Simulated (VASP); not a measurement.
# Co (P6_3/mmc) in VASP: a series of runs

Co is run at these levels: PBE; tasks: single point.

Everything below comes from runs of VASP 6.6.1. Logs are shortened: lines on timing, memory, paths and dates and some standing lists are left out, and cuts for length are marked.

## (1) The cell of the first run

The structure is hexagonal, space group P6_3/mmc (No. 194). The conventional cell has a = 2.346 Å, b = 2.346 Å, c = 3.795 Å, α = 90.00°, β = 90.00°, γ = 120.00°. Within 3.1 Å of Co (site symmetry -6m2) lie 12 Co at 2.33 to 2.35 Å.

## (2) Single point, PBE, collinear spin, ferromagnetic start (9.04 Å³/atom)

INCAR

```
SYSTEM = Co
PREC = Accurate
ENCUT = 520
EDIFF = 1E-7
ISMEAR = 0
SIGMA = 0.15
LREAL = .False.
LASPH = .True.
NELM = 150
ALGO = Normal
ISIF = 2
LWAVE = .False.
LCHARG = .False.
ISPIN = 2
MAGMOM = 1.925 1.925
LORBIT = 11
NUPDOWN = 3.85
LMAXMIX = 4
GGA = PE
NBANDS = 20
```

KPOINTS

```
Automatic mesh
0
Gamma
  24 24 12
  0 0 0
```

POSCAR

```
Co
1.0
    2.3462389646      0.0000000000      0.0000000000
   -1.1731194823      2.0319025467      0.0000000000
    0.0000000000      0.0000000000      3.7945776923
Co
2
Direct
    0.6666666667      0.3333333333      0.2500000000
    0.3333333333      0.6666666667      0.7500000000
```

Potentials or basis: VASP PAW PBE potentials, release 64 (Co).

The run is started by

```bash
> cat potpaw_PBE.64/Co/POTCAR > POTCAR
> mpirun -np 1 vasp_std > vasp.out
```

OUTCAR:

```text
SYSTEM = Co
   PREC = Accurate
   ENCUT = 520
   EDIFF = 1E-7
   ISMEAR = 0
   LREAL = .False.
   LASPH = .True.
   NELM = 150
   ISIF = 2
   ISPIN = 2
   LORBIT = 11
   NUPDOWN = 3.85
   GGA = PE

 ion  position               nearest neighbor table
   1  0.667  0.333  0.250-   2 2.33   2 2.33   2 2.33   2 2.33   2 2.33   2 2.33
   2  0.333  0.667  0.750-   1 2.33   1 2.33   1 2.33   1 2.33   1 2.33   1 2.33

  LATTYP: Found a hexagonal cell.
 ALAT       =     2.3462389646
 C/A-ratio  =     1.6173023079

  Lattice vectors:

 A1 = (   2.3462389646,   0.0000000000,   0.0000000000)
 A2 = (  -1.1731194823,   2.0319025467,   0.0000000000)
 A3 = (   0.0000000000,   0.0000000000,   3.7945776923)

Analysis of symmetry for initial positions (statically):
=====================================================================
 Subroutine PRICEL returns:
 Original cell was already a primitive cell.

 Routine SETGRP: Setting up the symmetry group for a
 hexagonal supercell.

 Subroutine GETGRP returns: Found 24 space group operations
 (whereof 12 operations were pure point group operations)
 out of a pool of 24 trial point group operations.

The static configuration has the point symmetry D_3d.
 The point group associated with its full space group is D_6h.

Analysis of symmetry for dynamics (positions and initial velocities):
=====================================================================
 Subroutine PRICEL returns:
 Original cell was already a primitive cell.

 Routine SETGRP: Setting up the symmetry group for a
 hexagonal supercell.

 Subroutine GETGRP returns: Found 24 space group operations
 (whereof 12 operations were pure point group operations)
 out of a pool of 24 trial point group operations.

The dynamic configuration has the point symmetry D_3d.
 The point group associated with its full space group is D_6h.

Analysis of structural, dynamic, and magnetic symmetry:
=====================================================================
 Subroutine PRICEL returns:
 Original cell was already a primitive cell.

 Routine SETGRP: Setting up the symmetry group for a
 hexagonal supercell.

 Subroutine GETGRP returns: Found 24 space group operations
 (whereof 12 operations were pure point group operations)
 out of a pool of 24 trial point group operations.

The overall configuration has the point symmetry D_3d.
 The point group associated with its full space group is D_6h.

 Subroutine INISYM returns: Found 24 space group operations
 (whereof 12 operations are pure point group operations),
 and found     1 'primitive' translations

----------------------------------------------------------------------------------------

                                     Primitive cell

  volume of cell :      18.0900

  direct lattice vectors                    reciprocal lattice vectors
     2.346238965  0.000000000  0.000000000     0.426214045  0.246074794  0.000000000
    -1.173119482  2.031902547  0.000000000     0.000000000  0.492149587  0.000000000
     0.000000000  0.000000000  3.794577692     0.000000000  0.000000000  0.263533937

  length of vectors
     2.346238965  2.346238965  3.794577692     0.492149587  0.492149587  0.263533937

  position of ions in fractional coordinates (direct lattice)
     0.666666667  0.333333333  0.250000000
     0.333333333  0.666666667  0.750000000

  ion indices of the primitive-cell ions
   primitive index   ion index
                 1           1
                 2           2

----------------------------------------------------------------------------------------

 KPOINTS: Automatic mesh

Automatic generation of k-mesh.
 Grid dimensions read from file:
 generate k-points for:   24   24   12

 Generating k-lattice:

  Cartesian coordinates                     Fractional coordinates (reciprocal lattice)
     0.017758919  0.010253116  0.000000000     0.041666667  0.000000000  0.000000000
     0.000000000  0.020506233  0.000000000     0.000000000  0.041666667  0.000000000
     0.000000000  0.000000000  0.021961161     0.000000000  0.000000000  0.083333333

  Length of vectors
     0.020506233  0.020506233  0.021961161

  Shift w.r.t. Gamma in fractional coordinates (k-lattice)
     0.000000000  0.000000000  0.000000000

 Subroutine IBZKPT returns following result:
 ===========================================

 Found    427 irreducible k-points:

 Following reciprocal coordinates:
            Coordinates               Weight
  0.000000  0.000000  0.000000      1.000000
  0.041667  0.000000  0.000000      6.000000
  0.083333 -0.000000  0.000000      6.000000
  0.125000  0.000000  0.000000      6.000000
  0.166667  0.000000  0.000000      6.000000
  0.208333 -0.000000  0.000000      6.000000
[... 16 lines left out ...]
  0.416667  0.041667  0.000000     12.000000
  0.458333  0.041667  0.000000     12.000000
 [... further k-points ...]
   k-points           NKPTS =    427   k-points in BZ     NKDIM =    427   number of bands    NBANDS=     20
   number of dos      NEDOS =    301   number of ions     NIONS =      2
   total plane-waves  NPLWV =   9072
   dimension x,y,z NGX =    18 NGY =   18 NGZ =   28
   dimension x,y,z NGXF=    36 NGYF=   36 NGZF=   56
   ions per type =               2
   NGX,Y,Z   is equivalent  to a cutoff of  12.75, 12.75, 12.27 a.u.
   NGXF,Y,Z  is equivalent  to a cutoff of  25.51, 25.51, 24.53 a.u.
 SYSTEM =  Co
   PREC   = accura    normal or accurate (medium, high low for compatibility)
   ISTART =      0    job   : 0-new  1-cont  2-samecut
   ICHARG =      2    charge: 1-file 2-atom 10-const
   ISPIN  =      2    spin polarized calculation?
   LNONCOLLINEAR =      F non collinear calculations
   LSORBIT =      F    spin-orbit coupling
   LASPH  =      T    aspherical Exc in radial PAW
   ENCUT  =  520.0 eV  38.22 Ry    6.18 a.u.   4.36  4.36  7.06*2*pi/ulx,y,z
   NELM   =    150;   NELMIN=  2; NELMDL= -5     # of ELM steps
   EDIFF  = 0.1E-06   stopping-criterion for ELM
   LREAL  =      F    real-space projection
   EDIFFG = 0.1E-05   stopping-criterion for IOM
   NSW    =      0    number of steps for IOM
   IBRION =     -1    ionic relax: 0-MD 1-quasi-New 2-CG
   NFREE  =      0    steps in history (QN), initial steepest desc. (CG)
   ISIF   =      2    stress and relaxation
   ISYM   =      2    0-nonsym 1-usesym 2-fastsym
   POTIM  = 0.5000    time-step for ionic-motion
   TEBEG  =    0.0;   TEEND  =   0.0 temperature during run
   PSTRESS=    0.0 pullay stress
   NELECT =      18.0000    total number of electrons
   NUPDOWN=       3.8500    fix difference up-down
   EMIN   =  10.00;   EMAX   =-10.00  energy-range for DOS
   EFERMI =   0.00;   METHOD = LEGACY
   ISMEAR =     0;   SIGMA  =   0.15  broadening in eV -4-tet -1-fermi 0-gaus
   EFERMI_NEDOS =   21; number of points for ismear=-14 and -15
   IALGO  =     38    algorithm
   IMIX   =      4    mixing-type and parameters
     AMIX     =   0.40;   BMIX     =  1.00
     AMIX_MAG =   1.60;   BMIX_MAG =  1.00
  volume/ion in A,a.u.               =       9.04        61.04
  Fermi-wavevector in a.u.,A,eV,Ry     =   1.634379  3.088529 36.343817  2.671195
  Thomas-Fermi vector in A             =   2.726028
   LORBIT       =     11    0 simple, 1 ext, 2 COOP (PROOUT), +10 PAW based schemes
   GGA     = PE    functional components
   LHFCALC =     F    Hartree Fock is set to
   AEXX    =    0.0000 exact exchange contribution
   IVDW    =     0    specifies the selected vdW correction
   LEPSILON=     F    determine dielectric tensor
   LRPA    =     F    only Hartree local field effects (RPA)
 spin polarized calculation
 Gauss-broadening in eV      SIGMA  =   0.15
  energy-cutoff  :      520.00
  volume of cell :       18.09
 maximum number of plane-waves:       513
 NGX is ok and might be reduce to    18
   NGX =  9   NGY =  9   NGZ = 15

 number of electron      18.0000007 magnetization       3.8500002

 Free energy of the ion-electron system (eV)
  ---------------------------------------------------
  ext. energy  EPLUGINS =         0.00000000
  ---------------------------------------------------
  free energy    TOTEN  =       -13.14801528 eV

  energy without entropy =      -13.13003041  energy(sigma->0) =      -13.13902284

 E-fermi :  12.8255     XC(G=0): -14.5202

 val. band max:       14.5639774106   @ k =   0.0833   0.0417   0.0833
 cond. band min:      12.8281403833   @ k =   0.1667   0.1250   0.0833
 fundamental gap:     -1.7358370273
 Fermi energy:        14.5746516355

 spin component 1

 k-point     1 :       0.0000    0.0000    0.0000
  band No.  band energies     occupation
      1       2.9718      1.00000
      2       6.8344      1.00000
      3       9.9558      1.00000
      4       9.9636      1.00000
      5       9.9636      1.00000
      6      10.3824      1.00000
[... 12 lines left out ...]
     19      42.2035      0.00000
     20      42.2035      0.00000

 k-point     2 :       0.0417    0.0000    0.0000
  band No.  band energies     occupation
      1       3.0424      1.00000
      2       6.8793      1.00000
      3       9.8193      1.00000
      4      10.0010      1.00000
      5      10.0887      1.00000
      6      10.3630      1.00000
[... 12 lines left out ...]
     19      43.3198      0.00000
     20      43.6161      0.00000
[... 465 lines left out ...]
      3       7.5897      1.00000
      4       9.7603      1.00000
      5       9.8446      1.00000
      6      10.0906      1.00000
[... 12 lines left out ...]
     19      39.1514      0.00000
     20      41.0955      0.00000

 k-point    24 :       0.4583    0.0417    0.0000
  band No.  band energies     occupation
      1       7.1826      1.00000
      2       7.4075      1.00000
      3       7.5208      1.00000
      4       9.7357      1.00000
      5      10.0050      1.00000
      6      10.0561      1.00000
[... 12 lines left out ...]
     19      39.0775      0.00000
     20      40.8798      0.00000

 [... further k-points ...]

 spin component 2

 k-point     1 :       0.0000    0.0000    0.0000
  band No.  band energies     occupation
      1       3.2243      1.00000
      2       7.9965      1.00000
      3      11.8076      1.00000
      4      11.8453      1.00000
      5      11.8453      1.00000
      6      12.3266      1.00000
[... 12 lines left out ...]
     19      42.7903      0.00000
     20      42.7903      0.00000

 k-point     2 :       0.0417    0.0000    0.0000
  band No.  band energies     occupation
      1       3.2952      1.00000
      2       8.0462      1.00000
      3      11.6659      1.00000
      4      11.8859      1.00000
      5      11.9700      1.00000
      6      12.3021      1.00000
[... 12 lines left out ...]
     19      43.9128      0.00000
     20      44.1669      0.00000
[... 465 lines left out ...]
      3       9.0316      1.00000
      4      10.8266      1.00000
      5      11.6610      1.00000
      6      11.8490      1.00000
[... 12 lines left out ...]
     19      39.8885      0.00000
     20      41.6505      0.00000

 k-point    24 :       0.4583    0.0417    0.0000
  band No.  band energies     occupation
      1       8.4740      1.00000
      2       8.6405      1.00000
      3       8.9666      1.00000
      4      10.9310      1.00000
      5      11.6392      1.00000
      6      11.8021      1.00000
[... 12 lines left out ...]
     19      39.8176      0.00000
     20      41.4273      0.00000

 [... further k-points ...]

------------------------ aborting loop because EDIFF is reached ----------------------------------------

  FORCE on cell =-STRESS in cart. coord.  units (eV):
  Direction    XX          YY          ZZ          XY          YZ          ZX
  --------------------------------------------------------------------------------------
  -------------------------------------------------------------------------------------
  Total        7.9223130      7.9223130      8.5250915      0.0000000      0.0000000      0.0000000
  in kB      701.6556312    701.6556312    755.0419206      0.0000000      0.0000000      0.0000000
  external PRESSURE =     719.4510610 kB  Pullay stress =       0.0000000 kB

 VOLUME and BASIS-vectors are now :
 -----------------------------------------------------------------------------
  energy-cutoff  :      520.00
  volume of cell :       18.09
      direct lattice vectors                 reciprocal lattice vectors
     2.346238965  0.000000000  0.000000000     0.426214045  0.246074794  0.000000000
    -1.173119482  2.031902547  0.000000000     0.000000000  0.492149587  0.000000000
     0.000000000  0.000000000  3.794577692     0.000000000  0.000000000  0.263533937

 POSITION                                       TOTAL-FORCE (eV/Angst)
 -----------------------------------------------------------------------------------
      1.17312      0.67730      0.94864         0.000000     -0.000000      0.000000
     -0.00000      1.35460      2.84593        -0.000000      0.000000      0.000000
 -----------------------------------------------------------------------------------
    total drift:                                0.000000     -0.000000     -0.000000

  FREE ENERGIE OF THE ION-ELECTRON SYSTEM (eV)
  ---------------------------------------------------
  free  energy   TOTEN  =       -13.1480152783 eV

  energy  without entropy=      -13.1300304062  energy(sigma->0) =      -13.13902284

 total charge

# of ion       s       p       d       tot
------------------------------------------
    1        0.592   0.736   7.365   8.694
    2        0.592   0.736   7.365   8.694
--------------------------------------------------
tot          1.185   1.472  14.731  17.388

 magnetization (x)

# of ion       s       p       d       tot
------------------------------------------
    1        0.003   0.001   1.892   1.896
    2        0.003   0.001   1.892   1.896
--------------------------------------------------
tot          0.005   0.003   3.785   3.793
```

It took 2.3 min on 1 thread of AMD EPYC 9R45 (Zen 5), shared host; peak memory 0.28 GiB.

Results:

| Quantity | Value |
| --- | --- |
| Free energy | -13.1480 eV |
| Pressure | 71.9 GPa |
| Net moment | 3.85 μB per cell |
| Site moments | Co +1.90 μB |
| Valence electrons inside the program's atomic spheres | Co 8.69 |

Stress tensor (GPa, compression positive):
```
70.17  0.00  0.00
 0.00 70.17  0.00
 0.00  0.00 75.50
```

Caveat: the cell stands under pressure; the total moment is fixed, so each spin has its own Fermi level.

## (3) Single point, PBE, collinear spin, ferromagnetic start (13.57 Å³/atom)

This run uses another cell than the first one, of 13.57 Å³/atom.

INCAR

```
  PREC = Accurate
  ENCUT = 520
  EDIFF = 1E-7
  ISMEAR = 0
  SIGMA = 0.15
  LREAL = F
  LASPH = T
  NELM = 150
  ALGO = Fast
  ISIF = 2
  LWAVE = F
  LCHARG = F
  ISPIN = 2
  MAGMOM = 0.275 0.275
  LORBIT = 11
  NUPDOWN = 0.55
  LMAXMIX = 4
  GGA = PE
  NBANDS = 20
```

KPOINTS

```
regular mesh
0
Gamma
  24 24 12
```

POSCAR

```
Co
1.0
    2.6858061516      0.0000000000      0.0000000000
   -1.3429030758      2.3259763569      0.0000000000
    0.0000000000      0.0000000000      4.3437604874
Co
2
Direct
    0.6666666667      0.3333333333      0.2500000000
    0.3333333333      0.6666666667      0.7500000000
```

Potentials or basis: VASP PAW PBE potentials, release 64 (Co).

The run is started by

```bash
> cat potpaw_PBE.64/Co/POTCAR > POTCAR
> mpirun -np 1 vasp_std > vasp.out
```

Run time: 4.1 min. Hardware: 1 thread of Intel Xeon Platinum 8559C (Emerald Rapids), shared host; peak memory 0.4 GiB.

The run converged. Its results:

* Free energy: -12.7537 eV
* Pressure: -35.2 GPa
* Net moment: 0.55 μB per cell
* Site moments: Co +0.29 μB
* Valence electrons inside the program's atomic spheres: Co 7.93

Stress tensor (GPa, compression positive):
```
-34.82   0.00   0.00
  0.00 -34.82   0.00
  0.00   0.00 -35.89
```

Caveat: the cell stands under tension; the total moment is fixed, so each spin has its own Fermi level.

(Continued in part 2 of 2.)
